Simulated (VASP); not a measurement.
# BN (P1) in VASP: notebook

The runs below take BN through single point, with PBE.

All numbers are computed with VASP 6.6.1; they aren't measurements. Logs are shortened: lines on timing, memory, paths and dates and some standing lists are left out, and cuts for length are marked.

## Step 1: The cell of the first run

The typed cell holds 4 atoms: a = 2.406 Å, b = 2.540 Å, c = 4.186 Å, α = 83.99°, β = 92.05°, γ = 113.19°.

## Step 2: Single point, PBE (atoms moved at random and the cell strained at random)

INCAR reads:

```
  PREC = Accurate
  ENCUT = 520
  EDIFF = 1E-6
  ISMEAR = 0
  SIGMA = 0.05
  LREAL = False
  LASPH = True
  NELM = 100
  ALGO = Normal
  ISIF = 2
  LWAVE = False
  LCHARG = False
  GGA = PE
  NBANDS = 16
```

KPOINTS reads:

```
regular mesh
0
Gamma
  12 12 6
```

POSCAR reads:

```
BN
1.0
    2.4025301396      0.1113487850     -0.0470046987
   -1.1048341934      2.2837717114      0.1322355745
   -0.0777943400      0.2077965657      4.1802605917
B N
2 2
Direct
    0.6652811421      0.3101506624      1.0046896118
    0.2948351116      0.6654468389      0.5109327405
    0.6875001635      0.3296600713      0.6310774396
    0.3523835828      0.6947424274      0.1033002081
```

Potentials or basis: VASP PAW PBE potentials, release 64 (B, N).

The run is started by

```bash
$ cat potpaw_PBE.64/B/POTCAR potpaw_PBE.64/N/POTCAR > POTCAR
$ mpirun -np 1 vasp_std > vasp.out
```

OUTCAR:

```text
PREC = Accurate
   ENCUT = 520
   EDIFF = 1E-6
   ISMEAR = 0
   LREAL = False
   LASPH = True
   NELM = 100
   ISIF = 2
   GGA = PE

 ion  position               nearest neighbor table
   1  0.665  0.310  0.005-   4 1.46   4 1.54   3 1.56   4 1.62
   2  0.295  0.665  0.511-   3 1.45   3 1.54   3 1.70   4 1.71
   3  0.688  0.330  0.631-   2 1.45   2 1.54   1 1.56   2 1.70
   4  0.352  0.695  0.103-   1 1.46   1 1.54   1 1.62   2 1.71

  LATTYP: Found a triclinic cell.
 ALAT       =     2.4055683456
 B/A-ratio  =     2.3379273293
 C/A-ratio  =     1.1329605192
 COS(alpha) =     0.0056128348
 COS(beta)  =     0.5156122184
 COS(gamma) =     0.5789642196

  Lattice vectors:

 A1 = (  -2.4025301396,  -0.1113487850,   0.0470046987)
 A2 = (  -3.4295699930,   1.9646263607,  -4.0010203185)
 A3 = (  -1.2976959462,  -2.3951204964,  -0.0852308758)

Analysis of symmetry for initial positions (statically):
=====================================================================
 Subroutine PRICEL returns:
 Original cell was already a primitive cell.

 Routine SETGRP: Setting up the symmetry group for a
 triclinic supercell.

 Subroutine GETGRP returns: Found  1 space group operations
 (whereof  1 operations were pure point group operations)
 out of a pool of  2 trial point group operations.

The static configuration has the point symmetry C_1 .

Analysis of symmetry for dynamics (positions and initial velocities):
=====================================================================
 Subroutine PRICEL returns:
 Original cell was already a primitive cell.

 Routine SETGRP: Setting up the symmetry group for a
 triclinic supercell.

 Subroutine GETGRP returns: Found  1 space group operations
 (whereof  1 operations were pure point group operations)
 out of a pool of  2 trial point group operations.

The dynamic configuration has the point symmetry C_1 .

 Subroutine INISYM returns: Found  1 space group operations
 (whereof  1 operations are pure point group operations),
 and found     1 'primitive' translations

----------------------------------------------------------------------------------------

                                     Primitive cell

  volume of cell :      23.3859

  direct lattice vectors                    reciprocal lattice vectors
     2.402530140  0.111348785 -0.047004699     0.407051841  0.197050498 -0.002219978
    -1.104834193  2.283771711  0.132235575    -0.020321386  0.429298669 -0.021718186
    -0.077794340  0.207796566  4.180260592     0.005219904 -0.011364425  0.239881592

  length of vectors
     2.405568346  2.540424782  4.186145003     0.452244434  0.430327765  0.240207360

  position of ions in fractional coordinates (direct lattice)
     0.665281142  0.310150662  0.004689612
     0.294835112  0.665446839  0.510932741
     0.687500163  0.329660071  0.631077440
     0.352383583  0.694742427  0.103300208

  ion indices of the primitive-cell ions
   primitive index   ion index
                 1           1
                 2           2
                 3           3
                 4           4

----------------------------------------------------------------------------------------

 KPOINTS: regular mesh

Automatic generation of k-mesh.
 Grid dimensions read from file:
 generate k-points for:   12   12    6

 Generating k-lattice:

  Cartesian coordinates                     Fractional coordinates (reciprocal lattice)
     0.033920987  0.016420875 -0.000184998     0.083333333 -0.000000000 -0.000000000
    -0.001693449  0.035774889 -0.001809849    -0.000000000  0.083333333 -0.000000000
     0.000869984 -0.001894071  0.039980265     0.000000000 -0.000000000  0.166666667

  Length of vectors
     0.037687036  0.035860647  0.040034560

  Shift w.r.t. Gamma in fractional coordinates (k-lattice)
     0.000000000  0.000000000  0.000000000

 Subroutine IBZKPT returns following result:
 ===========================================

 Found    436 irreducible k-points:

 Following reciprocal coordinates:
            Coordinates               Weight
  0.000000  0.000000  0.000000      1.000000
  0.083333 -0.000000 -0.000000      2.000000
  0.166667 -0.000000 -0.000000      2.000000
  0.250000 -0.000000 -0.000000      2.000000
  0.333333 -0.000000 -0.000000      2.000000
  0.416667 -0.000000  0.000000      2.000000
[... 16 lines left out ...]
  0.250000  0.166667 -0.000000      2.000000
  0.333333  0.166667 -0.000000      2.000000
 [... further k-points ...]
   k-points           NKPTS =    436   k-points in BZ     NKDIM =    436   number of bands    NBANDS=     16
   number of dos      NEDOS =    301   number of ions     NIONS =      4
   total plane-waves  NPLWV =  11520
   dimension x,y,z NGX =    18 NGY =   20 NGZ =   32
   dimension x,y,z NGXF=    36 NGYF=   40 NGZF=   64
   ions per type =               2   2
   NGX,Y,Z   is equivalent  to a cutoff of  12.44, 13.09, 12.71 a.u.
   NGXF,Y,Z  is equivalent  to a cutoff of  24.88, 26.18, 25.42 a.u.
 SYSTEM =  unknown system
   PREC   = accura    normal or accurate (medium, high low for compatibility)
   ISTART =      0    job   : 0-new  1-cont  2-samecut
   ICHARG =      2    charge: 1-file 2-atom 10-const
   ISPIN  =      1    spin polarized calculation?
   LNONCOLLINEAR =      F non collinear calculations
   LSORBIT =      F    spin-orbit coupling
   LASPH  =      T    aspherical Exc in radial PAW
   ENCUT  =  520.0 eV  38.22 Ry    6.18 a.u.   4.47  4.72  7.78*2*pi/ulx,y,z
   NELM   =    100;   NELMIN=  2; NELMDL= -5     # of ELM steps
   EDIFF  = 0.1E-05   stopping-criterion for ELM
   LREAL  =      F    real-space projection
   EDIFFG = 0.1E-04   stopping-criterion for IOM
   NSW    =      0    number of steps for IOM
   IBRION =     -1    ionic relax: 0-MD 1-quasi-New 2-CG
   NFREE  =      0    steps in history (QN), initial steepest desc. (CG)
   ISIF   =      2    stress and relaxation
   ISYM   =      2    0-nonsym 1-usesym 2-fastsym
   POTIM  = 0.5000    time-step for ionic-motion
   TEBEG  =    0.0;   TEEND  =   0.0 temperature during run
   PSTRESS=    0.0 pullay stress
   NELECT =      16.0000    total number of electrons
   NUPDOWN=      -1.0000    fix difference up-down
   EMIN   =  10.00;   EMAX   =-10.00  energy-range for DOS
   EFERMI =   0.00;   METHOD = LEGACY
   ISMEAR =     0;   SIGMA  =   0.05  broadening in eV -4-tet -1-fermi 0-gaus
   EFERMI_NEDOS =   21; number of points for ismear=-14 and -15
   IALGO  =     38    algorithm
   IMIX   =      4    mixing-type and parameters
     AMIX     =   0.40;   BMIX     =  1.00
     AMIX_MAG =   1.60;   BMIX_MAG =  1.00
  volume/ion in A,a.u.               =       5.85        39.45
  Fermi-wavevector in a.u.,A,eV,Ry     =   1.442547  2.726019 28.312935  2.080942
  Thomas-Fermi vector in A             =   2.561055
   LORBIT       =      0    0 simple, 1 ext, 2 COOP (PROOUT), +10 PAW based schemes
   GGA     = PE    functional components
   LHFCALC =     F    Hartree Fock is set to
   AEXX    =    0.0000 exact exchange contribution
   IVDW    =     0    specifies the selected vdW correction
   LEPSILON=     F    determine dielectric tensor
   LRPA    =     F    only Hartree local field effects (RPA)
 non-spin polarized calculation
 Gauss-broadening in eV      SIGMA  =   0.05
  energy-cutoff  :      520.00
  volume of cell :       23.39
 maximum number of plane-waves:       646
 NGX is ok and might be reduce to    18
   NGX =  9   NGY =  9   NGZ = 15

 number of electron      16.0000002 magnetization

 Free energy of the ion-electron system (eV)
  ---------------------------------------------------
  ext. energy  EPLUGINS =         0.00000000
  ---------------------------------------------------
  free energy    TOTEN  =       -33.36119776 eV

  energy without entropy =      -33.36119776  energy(sigma->0) =      -33.36119776

 E-fermi :   9.0075     XC(G=0): -12.8848

 val. band max:        8.7341458208   @ k =   0.0000   0.0000   0.0000
 cond. band min:      11.7386587705   @ k =   0.5000   0.5000  -0.0000
 fundamental gap:      3.0045129497
 Fermi energy:         9.0074589049

 k-point     1 :       0.0000    0.0000    0.0000
  band No.  band energies     occupation
      1     -12.8682      2.00000
      2      -8.4834      2.00000
      3      -3.1105      2.00000
      4       3.9690      2.00000
      5       5.7446      2.00000
      6       7.2650      2.00000
[... 8 lines left out ...]
     15      20.9754      0.00000
     16      24.1594      0.00000

 k-point     2 :       0.0833   -0.0000   -0.0000
  band No.  band energies     occupation
      1     -12.7182      2.00000
      2      -8.3708      2.00000
      3      -2.9577      2.00000
      4       3.6782      2.00000
      5       5.2292      2.00000
      6       6.8884      2.00000
[... 8 lines left out ...]
     15      21.5379      0.00000
     16      24.0151      0.00000

 k-point     3 :       0.1667   -0.0000   -0.0000
  band No.  band energies     occupation
      1     -12.2726      2.00000
      2      -8.0493      2.00000
      3      -2.5056      2.00000
      4       2.6314      2.00000
      5       4.2159      2.00000
      6       5.7756      2.00000
[... 8 lines left out ...]
     15      22.7743      0.00000
     16      23.5930      0.00000

 k-point     4 :       0.2500   -0.0000   -0.0000
  band No.  band energies     occupation
      1     -11.5482      2.00000
      2      -7.5831      2.00000
      3      -1.7779      2.00000
      4       0.9093      2.00000
      5       3.2592      2.00000
      6       4.3232      2.00000
[... 8 lines left out ...]
     15      23.1834      0.00000
     16      24.1483      0.00000

 k-point     5 :       0.3333   -0.0000   -0.0000
  band No.  band energies     occupation
      1     -10.5854      2.00000
      2      -7.1460      2.00000
      3      -0.9477      2.00000
      4      -0.6397      2.00000
      5       1.8947      2.00000
      6       3.4348      2.00000
[... 8 lines left out ...]
     15      23.6169      0.00000
     16      24.1874      0.00000

 k-point     6 :       0.4167   -0.0000    0.0000
  band No.  band energies     occupation
      1      -9.4967      2.00000
      2      -7.1039      2.00000
      3      -1.7521      2.00000
      4       0.0369      2.00000
      5       0.6876      2.00000
      6       3.0305      2.00000
[... 8 lines left out ...]
     15      23.2633      0.00000
     16      24.5765      0.00000

 k-point     7 :       0.5000   -0.0000   -0.0000
  band No.  band energies     occupation
      1      -8.7963      2.00000
      2      -7.4130      2.00000
      3      -1.8919      2.00000
      4      -0.3526      2.00000
      5       0.9877      2.00000
      6       2.8811      2.00000
[... 8 lines left out ...]
     15      23.2556      0.00000
     16      24.7179      0.00000

 k-point     8 :       0.0000    0.0833   -0.0000
  band No.  band energies     occupation
      1     -12.7350      2.00000
      2      -8.3987      2.00000
      3      -2.9647      2.00000
      4       3.3781      2.00000
      5       5.4542      2.00000
      6       6.6812      2.00000
[... 8 lines left out ...]
     15      20.9659      0.00000
     16      23.8831      0.00000

 k-point     9 :       0.0833    0.0833   -0.0000
  band No.  band energies     occupation
      1     -12.4794      2.00000
      2      -8.2254      2.00000
      3      -2.6983      2.00000
      4       2.7599      2.00000
      5       4.6015      2.00000
      6       5.9669      2.00000
[... 8 lines left out ...]
     15      21.7348      0.00000
     16      23.5775      0.00000
[... 172 lines left out ...]
 k-point    19 :      -0.0833    0.0833   -0.0000
  band No.  band energies     occupation
      1     -12.6920      2.00000
      2      -8.3519      2.00000
      3      -2.9278      2.00000
      4       3.6559      2.00000
      5       5.2881      2.00000
      6       6.8694      2.00000
[... 8 lines left out ...]
     15      21.4478      0.00000
     16      23.9971      0.00000

 k-point    20 :       0.0000    0.1667   -0.0000
  band No.  band energies     occupation
      1     -12.3399      2.00000
      2      -8.1619      2.00000
      3      -2.5346      2.00000
      4       1.9248      2.00000
      5       4.4804      2.00000
      6       5.6766      2.00000
[... 8 lines left out ...]
     15      21.8549      0.00000
     16      23.3248      0.00000

 k-point    21 :       0.0833    0.1667   -0.0000
  band No.  band energies     occupation
      1     -11.9846      2.00000
      2      -7.9497      2.00000
      3      -2.1621      2.00000
      4       1.2653      2.00000
      5       3.5749      2.00000
      6       4.7902      2.00000
[... 8 lines left out ...]
     15      22.4855      0.00000
     16      23.0864      0.00000

 k-point    22 :       0.1667    0.1667   -0.0000
  band No.  band energies     occupation
      1     -11.3492      2.00000
      2      -7.5815      2.00000
      3      -1.5101      2.00000
      4       0.7079      2.00000
      5       2.1241      2.00000
      6       3.8523      2.00000
[... 8 lines left out ...]
     15      23.1415      0.00000
     16      23.4942      0.00000

 k-point    23 :       0.2500    0.1667   -0.0000
  band No.  band energies     occupation
      1     -10.4662      2.00000
      2      -7.1756      2.00000
      3      -0.6388      2.00000
      4      -0.0357      2.00000
      5       0.8552      2.00000
      6       2.9451      2.00000
[... 8 lines left out ...]
     15      23.6408      0.00000
     16      24.3070      0.00000

 k-point    24 :       0.3333    0.1667   -0.0000
  band No.  band energies     occupation
      1      -9.4171      2.00000
      2      -6.9872      2.00000
      3      -1.2121      2.00000
      4       0.1342      2.00000
      5       0.8318      2.00000
      6       1.8002      2.00000
[... 8 lines left out ...]
     15      23.4574      0.00000
     16      24.6240      0.00000

 [... further k-points ...]
[... 5 lines left out ...]
  --------------------------------------------------------------------------------------
  -------------------------------------------------------------------------------------
  Total        8.5591042     -3.7499111      2.5751119     -2.8585373     -5.1010160      0.5552388
  in kB      586.3870768   -256.9076577    176.4217764   -195.8393436   -349.4723042     38.0395975
  external PRESSURE =     168.6337318 kB  Pullay stress =       0.0000000 kB

 VOLUME and BASIS-vectors are now :
 -----------------------------------------------------------------------------
  energy-cutoff  :      520.00
  volume of cell :       23.39
      direct lattice vectors                 reciprocal lattice vectors
     2.402530140  0.111348785 -0.047004699     0.407051841  0.197050498 -0.002219978
    -1.104834193  2.283771711  0.132235575    -0.020321386  0.429298669 -0.021718186
    -0.077794340  0.207796566  4.180260592     0.005219904 -0.011364425  0.239881592

 POSITION                                       TOTAL-FORCE (eV/Angst)
 -----------------------------------------------------------------------------------
      1.25533      0.78337      0.02935         0.015547      2.819077     -1.264275
     -0.06661      1.65873      2.20997         3.474633      0.596734     -1.816739
      1.23843      0.96056      2.64935        -2.818731     -0.487624     -0.704142
      0.07100      1.64734      0.50713        -0.671450     -2.928186      3.785156
 -----------------------------------------------------------------------------------
    total drift:                                0.000112     -0.000205      0.000102

  FREE ENERGIE OF THE ION-ELECTRON SYSTEM (eV)
  ---------------------------------------------------
  free  energy   TOTEN  =       -33.3611977599 eV

  energy  without entropy=      -33.3611977599  energy(sigma->0) =      -33.36119776
```

Wall time 81 s (1 thread of AMD EPYC 7R13 (Zen 3), shared host); peak memory 0.2 GiB.

Results:

| Property | Result |
| --- | --- |
| Free energy | -33.3612 eV |
| Pressure | 16.9 GPa |
| Largest force | 4.832 eV/Å |
| Band gap on the k mesh | 3.00 eV, indirect (least direct gap 5.12 eV) |

Forces in eV/Å, atoms in the order of the input:
```
B    0.016  2.819 -1.264
B    3.475  0.597 -1.817
N   -2.819 -0.488 -0.704
N   -0.671 -2.928  3.785
```

Levels at points of the mesh, in eV from the valence-band top:
| k point | band 6 | band 7 | band 8 | band 9 | band 10 | band 11 |
| --- | --- | --- | --- | --- | --- | --- |
| (0.00, 0.00, 0.00) | -1.47 | -0.83 | 0.00 | 5.12 | 7.12 | 7.34 |
| (0.50, 0.00, 0.00) | -5.85 | -4.92 | -3.11 | 5.69 | 7.17 | 8.63 |
| (0.00, 0.50, 0.00) | -5.46 | -4.62 | -1.95 | 6.71 | 7.84 | 11.20 |
| (0.50, 0.50, 0.00) | -6.79 | -4.80 | -4.23 | 3.00 | 4.92 | 8.06 |
| (0.00, 0.00, 0.50) | -3.15 | -1.43 | -0.70 | 5.58 | 6.98 | 8.53 |
| (0.50, 0.00, 0.50) | -4.62 | -4.21 | -3.51 | 5.13 | 5.66 | 8.58 |
| (0.00, 0.50, 0.50) | -4.13 | -3.23 | -2.96 | 4.38 | 7.07 | 9.06 |
| (0.50, 0.50, 0.50) | -6.36 | -4.59 | -2.99 | 3.55 | 4.11 | 6.76 |

Caveat: the cell differs from its parent crystal (atoms moved at random and the cell strained at random); forces of over 1 eV/Å act on the atoms, so gaps and moduli don't describe the material at rest.

## Step 3: Single point, PBE (atoms moved at random)

INCAR reads:

```
PREC = Accurate ; ENCUT = 520
EDIFF = 1E-6 ; ISMEAR = 0
SIGMA = 0.05 ; LREAL = False
LASPH = True ; NELM = 100
ALGO = Normal ; ISIF = 2
LWAVE = False ; LCHARG = True
GGA = PE ; LELF = True
LVHAR = True ; NBANDS = 16
```

KPOINTS is that of step 2.

POSCAR reads:

```
BN
1.0
    2.5539396017      0.0000000000      0.0000000000
   -1.2769698009      2.2117765748      0.0000000000
    0.0000000000      0.0000000000      4.2268550000
B N
2 2
Direct
    0.6968445625      0.3593050586      1.0106255664
    0.3399741099      0.6912901452      0.4959678559
    0.6531627359      0.3194347572      0.5995856658
    0.3100185916      0.6299700390      0.1438209119
```

Potentials or basis: VASP PAW PBE potentials, release 64 (B, N).

The run is started by

```bash
$ cat potpaw_PBE.64/B/POTCAR potpaw_PBE.64/N/POTCAR > POTCAR
$ mpirun -np 1 vasp_std > vasp.out
```

Wall time 85 s (1 thread of AMD EPYC 7R13 (Zen 3), shared host); peak memory 0.21 GiB.

Results (log left out):

| Property | Result |
| --- | --- |
| Free energy | -34.0436 eV |
| Pressure | 10.2 GPa |
| Largest force | 5.402 eV/Å |
| Band gap on the k mesh | 4.68 eV, indirect (least direct gap 7.00 eV) |

Forces on the atoms (eV/Å):
```
B   -1.788 -2.364 -1.233
B   -0.020 -2.886  0.307
N    0.300  2.756  4.636
N    1.508  2.494 -3.710
```

Stress tensor (GPa, compression positive):
```
 5.40  1.86  2.28
 1.86 10.63  3.62
 2.28  3.62 14.64
```

Levels at points of the mesh, in eV from the valence-band top:
| k point | band 6 | band 7 | band 8 | band 9 | band 10 | band 11 |
| --- | --- | --- | --- | --- | --- | --- |
| (0.00, 0.00, 0.00) | -1.04 | -0.53 | 0.00 | 7.00 | 7.16 | 7.59 |
| (0.50, 0.00, 0.00) | -5.60 | -4.89 | -2.59 | 5.83 | 7.08 | 9.43 |
| (0.00, 0.50, 0.00) | -5.85 | -4.47 | -2.91 | 5.88 | 6.80 | 10.00 |
| (0.50, 0.50, 0.00) | -5.59 | -4.82 | -2.64 | 5.47 | 6.85 | 9.45 |
| (0.00, 0.00, 0.50) | -2.69 | -1.20 | -0.70 | 7.15 | 7.82 | 8.22 |
| (0.50, 0.00, 0.50) | -4.73 | -3.47 | -3.24 | 5.10 | 5.98 | 8.28 |
| (0.00, 0.50, 0.50) | -4.62 | -4.00 | -3.29 | 5.12 | 6.15 | 8.46 |
| (0.50, 0.50, 0.50) | -5.00 | -3.47 | -3.09 | 5.06 | 5.95 | 7.97 |

Caveat: the cell differs from its parent crystal (atoms moved at random); forces of over 1 eV/Å act on the atoms, so gaps and moduli don't describe the material at rest. A k mesh can miss the band edges.
